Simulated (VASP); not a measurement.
# GaSb (I-4m2) in VASP: further runs

The runs below take GaSb through single point, with LDA, PBEsol.

Program: VASP 6.6.1. These are calculated values, not measurements. Logs are shortened: lines on timing, memory, paths and dates and some standing lists are left out, and cuts for length are marked.

## Step 1: The cell of the first run

It takes space group I-4m2 (No. 119, tetragonal). The conventional cell has a = 5.470 Å, b = 5.470 Å, c = 3.160 Å, α = 90.00°, β = 90.00°, γ = 90.00°. Within 3.8 Å of Sb (site symmetry -4m2) lie 8 Ga at 2.85 to 3.62 Å and 2 Sb at 3.16 Å. Within 3.8 Å of Ga (site symmetry -4m2) lie 8 Sb at 2.85 to 3.62 Å and 2 Ga at 3.16 Å.

## Step 2: Single point, LDA (volume scaled by 0.98)

INCAR reads:

```
SYSTEM = GaSb
ALGO     = Normal         ! electronic algorithm
EDIFF    = 1E-6           ! SCF threshold, eV
ENCUT    = 520            ! plane-wave cutoff, eV
GGA      = CA             ! functional
ISIF     = 2              ! what is computed and relaxed
ISMEAR   = -1             ! smearing method
LASPH    = .TRUE.         ! aspherical terms in the spheres
LCHARG   = .FALSE.        ! write CHGCAR
LREAL    = .FALSE.        ! projectors in reciprocal space
LWAVE    = .FALSE.        ! write WAVECAR
NBANDS   = 16             ! bands
NELM     = 60             ! most SCF steps
PREC     = Accurate       ! precision mode
SIGMA    = 0.05           ! smearing width, eV
```

KPOINTS reads:

```
k-points
0
G
  10 10 10
  0 0 0
```

POSCAR reads:

```
GaSb
1.0
   -2.7349540204      2.7349540204      1.5800307924
    2.7349540204     -2.7349540204      1.5800307924
    2.7349540204      2.7349540204     -1.5800307924
Sb Ga
1 1
Direct
    0.0000000000      0.0000000000      0.0000000000
    0.7500000000      0.2500000000      0.5000000000
```

Potentials or basis: VASP PAW LDA potentials, release 64 (Sb, Ga_d).

Run with:

```console
$ cat potpaw_LDA.64/Sb/POTCAR potpaw_LDA.64/Ga_d/POTCAR > POTCAR
$ mpirun -np 1 vasp_std > vasp.out
```

OUTCAR:

```text
SYSTEM = GaSb
   EDIFF = 1E-6
   ENCUT = 520
   GGA = CA
   ISIF = 2
   ISMEAR = -1
   LASPH = .TRUE.
   LREAL = .FALSE.
   NELM = 60
   PREC = Accurate

 ion  position               nearest neighbor table
   1  0.000  0.000  0.000-   2 2.85   2 2.85   2 2.85   2 2.85
   2  0.750  0.250  0.500-   1 2.85   1 2.85   1 2.85   1 2.85

  LATTYP: Found a body centered tetragonal cell.
 ALAT       =     5.4699080408
 C/A-ratio  =     0.5777174975

  Lattice vectors:

 A1 = (  -2.7349540204,   2.7349540204,   1.5800307924)
 A2 = (   2.7349540204,  -2.7349540204,   1.5800307924)
 A3 = (   2.7349540204,   2.7349540204,  -1.5800307924)

Analysis of symmetry for initial positions (statically):
=====================================================================
 Subroutine PRICEL returns:
 Original cell was already a primitive cell.

 Routine SETGRP: Setting up the symmetry group for a
 body centered tetragonal supercell.

 Subroutine GETGRP returns: Found  8 space group operations
 (whereof  8 operations were pure point group operations)
 out of a pool of 16 trial point group operations.

The static configuration has the point symmetry D_2d.

Analysis of symmetry for dynamics (positions and initial velocities):
=====================================================================
 Subroutine PRICEL returns:
 Original cell was already a primitive cell.

 Routine SETGRP: Setting up the symmetry group for a
 body centered tetragonal supercell.

 Subroutine GETGRP returns: Found  8 space group operations
 (whereof  8 operations were pure point group operations)
 out of a pool of 16 trial point group operations.

The dynamic configuration has the point symmetry D_2d.

 Subroutine INISYM returns: Found  8 space group operations
 (whereof  8 operations are pure point group operations),
 and found     1 'primitive' translations

----------------------------------------------------------------------------------------

                                     Primitive cell

  volume of cell :      47.2744

  direct lattice vectors                    reciprocal lattice vectors
    -2.734954020  2.734954020  1.580030792     0.000000000  0.182818430  0.316449529
     2.734954020 -2.734954020  1.580030792     0.182818430  0.000000000  0.316449529
     2.734954020  2.734954020 -1.580030792     0.182818430  0.182818430  0.000000000

  length of vectors
     4.178090987  4.178090987  4.178090987     0.365462560  0.365462560  0.258544303

  position of ions in fractional coordinates (direct lattice)
[... 73 lines left out ...]
   ISPIN  =      1    spin polarized calculation?
   LNONCOLLINEAR =      F non collinear calculations
   LSORBIT =      F    spin-orbit coupling
   LASPH  =      T    aspherical Exc in radial PAW
   ENCUT  =  520.0 eV  38.22 Ry    6.18 a.u.   7.77  7.77  7.77*2*pi/ulx,y,z
   NELM   =     60;   NELMIN=  2; NELMDL= -5     # of ELM steps
   EDIFF  = 0.1E-05   stopping-criterion for ELM
   LREAL  =      F    real-space projection
   EDIFFG = 0.1E-04   stopping-criterion for IOM
   NSW    =      0    number of steps for IOM
   IBRION =     -1    ionic relax: 0-MD 1-quasi-New 2-CG
   NFREE  =      0    steps in history (QN), initial steepest desc. (CG)
   ISIF   =      2    stress and relaxation
   ISYM   =      2    0-nonsym 1-usesym 2-fastsym
   POTIM  = 0.5000    time-step for ionic-motion
   TEBEG  =    0.0;   TEEND  =   0.0 temperature during run
   PSTRESS=    0.0 pullay stress
   NELECT =      18.0000    total number of electrons
   NUPDOWN=      -1.0000    fix difference up-down
   EMIN   =  10.00;   EMAX   =-10.00  energy-range for DOS
   EFERMI =   0.00;   METHOD = LEGACY
   ISMEAR =    -1;   SIGMA  =   0.05  broadening in eV -4-tet -1-fermi 0-gaus
   EFERMI_NEDOS =   21; number of points for ismear=-14 and -15
   IALGO  =     38    algorithm
   IMIX   =      4    mixing-type and parameters
     AMIX     =   0.40;   BMIX     =  1.00
     AMIX_MAG =   1.60;   BMIX_MAG =  1.00
  volume/ion in A,a.u.               =      23.64       159.51
  Fermi-wavevector in a.u.,A,eV,Ry     =   1.186562  2.242277 19.156045  1.407930
  Thomas-Fermi vector in A             =   2.322732
   LORBIT       =      0    0 simple, 1 ext, 2 COOP (PROOUT), +10 PAW based schemes
   GGA     = CA    functional components
   LHFCALC =     F    Hartree Fock is set to
   AEXX    =    0.0000 exact exchange contribution
   IVDW    =     0    specifies the selected vdW correction
   LEPSILON=     F    determine dielectric tensor
   LRPA    =     F    only Hartree local field effects (RPA)
 non-spin polarized calculation
  energy-cutoff  :      520.00
  volume of cell :       47.27
 maximum number of plane-waves:      1290
   NGX = 15   NGY = 15   NGZ = 15

 number of electron      18.0000009 magnetization

 Free energy of the ion-electron system (eV)
  ---------------------------------------------------
  ext. energy  EPLUGINS =         0.00000000
  ---------------------------------------------------
  free energy    TOTEN  =        -8.35827744 eV

  energy without entropy =       -8.35362076  energy(sigma->0) =       -8.35594910

 E-fermi :   6.5818     XC(G=0): -10.5490

 val. band max:        6.5812614392   @ k =   0.4000   0.4000   0.0000
 cond. band min:       6.5836701346   @ k =   0.4000   0.4000   0.1000
 fundamental gap:      0.0024086954
 Fermi energy:         6.5817649578

 k-point     1 :       0.0000    0.0000    0.0000
  band No.  band energies     occupation
      1      -8.4244      2.00000
      2      -8.3446      2.00000
      3      -8.3369      2.00000
      4      -8.3084      2.00000
      5      -8.3084      2.00000
      6      -5.4986      2.00000
[... 433 lines left out ...]
      3      -8.3433      2.00000
      4      -8.3255      2.00000
      5      -8.3138      2.00000
      6      -2.6519      2.00000
[... 8 lines left out ...]
     15      16.2790      0.00000
     16      17.2812      0.00000

 [... further k-points ...]
[... 5 lines left out ...]
  --------------------------------------------------------------------------------------
  -------------------------------------------------------------------------------------
  Total       -0.9237733     -0.9237733     -1.0783075      0.0000000     -0.0000000      0.0000000
  in kB      -31.3076447    -31.3076447    -36.5449714      0.0000000     -0.0000000      0.0000000
  external PRESSURE =     -33.0534202 kB  Pullay stress =       0.0000000 kB

 VOLUME and BASIS-vectors are now :
 -----------------------------------------------------------------------------
  energy-cutoff  :      520.00
  volume of cell :       47.27
      direct lattice vectors                 reciprocal lattice vectors
    -2.734954020  2.734954020  1.580030792     0.000000000  0.182818430  0.316449529
     2.734954020 -2.734954020  1.580030792     0.182818430  0.000000000  0.316449529
     2.734954020  2.734954020 -1.580030792     0.182818430  0.182818430  0.000000000

 POSITION                                       TOTAL-FORCE (eV/Angst)
 -----------------------------------------------------------------------------------
      0.00000      0.00000      0.00000        -0.000000      0.000000      0.000000
      0.00000      2.73495      0.79002         0.000000     -0.000000     -0.000000
 -----------------------------------------------------------------------------------
    total drift:                               -0.000000      0.000000      0.000000

  FREE ENERGIE OF THE ION-ELECTRON SYSTEM (eV)
  ---------------------------------------------------
  free  energy   TOTEN  =        -8.3582774373 eV

  energy  without entropy=       -8.3536207604  energy(sigma->0) =       -8.35594910
```

OSZICAR:

```text
N       E                     dE             d eps       ncg     rms          rms(c)
DAV:   1     0.828847887100E+02    0.82885E+02   -0.82858E+03  3288   0.148E+03
DAV:   2    -0.207831288458E+01   -0.84963E+02   -0.82217E+02  3904   0.317E+02
DAV:   3    -0.828119777560E+01   -0.62029E+01   -0.61841E+01  3920   0.642E+01
DAV:   4    -0.839509683929E+01   -0.11390E+00   -0.11388E+00  4024   0.963E+00
DAV:   5    -0.839768823620E+01   -0.25914E-02   -0.25913E-02  4112   0.132E+00    0.259E+00
DAV:   6    -0.836812070401E+01    0.29568E-01   -0.39226E-02  4280   0.329E+00    0.144E+00
DAV:   7    -0.835868856457E+01    0.94321E-02   -0.12569E-02  4856   0.120E+00    0.220E-01
DAV:   8    -0.835828771100E+01    0.40085E-03   -0.16139E-03  4272   0.526E-01    0.357E-02
DAV:   9    -0.835827782075E+01    0.98903E-05   -0.68930E-05  3856   0.655E-02    0.180E-02
DAV:  10    -0.835827743731E+01    0.38343E-06   -0.71592E-06  4272   0.224E-02
   1 F= -.83582774E+01 E0= -.83559491E+01  d E =-.465668E-02
```

stdout:

```text
POSCAR found type information on POSCAR SbGa
 POSCAR found :  2 types and       2 ions
 scaLAPACK will be used
 LDA part: xc-table for (Slater(with rela. corr.)+CA(PZ))
 , standard interpolation
 POSCAR, INCAR and KPOINTS ok, starting setup
 FFT: planning ... GRIDC
 FFT: planning ... GRID_SOFT
 FFT: planning ... GRID
 WAVECAR not read
 entering main loop
```

Run time: 24 s. Hardware: 1 thread of Intel Xeon 6975P-C (Granite Rapids), shared host; peak memory 0.21 GiB.

Results:

```yaml
Free_energy: -8.3583 eV
Pressure: -3.3 GPa
Band_gap_on_the_k_mesh: zero (band 9 reaches 8.39 eV, above the bottom of band 10 at 3.84 eV)
```

Caveat: spin-orbit coupling is left out, which moves the levels of the heavy elements.

## Step 3: Single point, PBEsol (volume scaled by 0.98)

INCAR reads:

```
PREC     = Accurate       # precision mode
ENCUT    = 520            # plane-wave cutoff, eV
EDIFF    = 1E-6           # SCF threshold, eV
ISMEAR   = -1             # smearing method
SIGMA    = 0.05           # smearing width, eV
LREAL    = F              # projectors in reciprocal space
LASPH    = T              # aspherical terms in the spheres
NELM     = 60             # most SCF steps
ALGO     = Normal         # electronic algorithm
ISIF     = 2              # what is computed and relaxed
LWAVE    = F              # write WAVECAR
LCHARG   = F              # write CHGCAR
GGA      = PS             # functional
NBANDS   = 16             # bands
```

KPOINTS reads:

```
Automatic mesh
0
Gamma
  10 10 10
```

POSCAR is that of step 2.

Potentials or basis: VASP PAW PBE potentials, release 64 (Sb, Ga_d).

Run with:

```console
$ cat potpaw_PBE.64/Sb/POTCAR potpaw_PBE.64/Ga_d/POTCAR > POTCAR
$ mpirun -np 1 vasp_std > vasp.out
```

Run time: 22 s. Hardware: 1 thread of Intel Xeon 6975P-C (Granite Rapids), shared host; peak memory 0.22 GiB.

The run converged. Its results:

```
Free energy            : -7.8853 eV
Pressure               : -1.9 GPa
Band gap on the k mesh : zero (band 9 reaches 8.43 eV, above the bottom of band 10 at 3.84 eV)
```

Stress tensor (GPa, compression positive):
```
-1.62  0.00  0.00
 0.00 -1.62  0.00
 0.00  0.00 -2.50
```

Levels at points of the mesh, in eV from the Fermi level:
```
           k point  band 6  band 7  band 8  band 9  band 10  band 11  band 12  band 13
(0.00, 0.00, 0.00)  -12.10   -2.87   -1.90   -1.90     3.37     5.11     7.22     7.22
(0.50, 0.00, 0.00)   -8.35   -5.71   -2.45   -1.52    -1.17     2.36     3.33     5.21
(0.50, 0.50, 0.00)  -10.58   -8.14    0.02    1.80     2.21     2.38     4.61     6.59
(0.50, 0.50, 0.50)   -9.37   -5.96   -5.08   -5.08     3.47     4.96    10.58    10.58
```

Caveat: the PAW data sets were made with another functional, which shifts forces and pressure a little; spin-orbit coupling is left out, which moves the levels of the heavy elements.

[end of part 1 of 2]
